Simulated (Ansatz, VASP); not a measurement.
Ge in VASP and in Ansatz

```
CELL_PARAMETERS angstrom
3.10377 0.00000 0.00000
-1.55189 2.68795 0.00000
0.00000 0.00000 4.81857
ATOMIC_POSITIONS crystal
Ge 0.33333 0.66667 0.25000
Ge 0.66667 0.33333 0.75000
```

Alike in both runs: task single point; functional LDA; k mesh 14 × 14 × 8; occupations fermi-dirac, width 0.1 eV; no spin polarisation.

|  | VASP | Ansatz |
| --- | --- | --- |
| version | VASP 6.6.1 | Ansatz 0.2.0 |
| potentials or method | VASP PAW LDA potentials, release 64 (Ge_d), cutoff 520 eV | plane waves (420 eV) with PAW, scalar-relativistic |
| valence electrons in the cell | 28 | 28 |

```csv
,VASP,Ansatz,Ansatz less VASP
pressure (GPa),-6.6,-6.6,0.00
"traceless stress, the component that is largest in VASP (GPa)",1.60,1.62,+0.020
```

Ansatz warns that its potentials were made for another functional, while VASP's fit it. LDA's correlation is that of Perdew and Zunger in VASP and of Perdew and Wang (1992) in Ansatz.
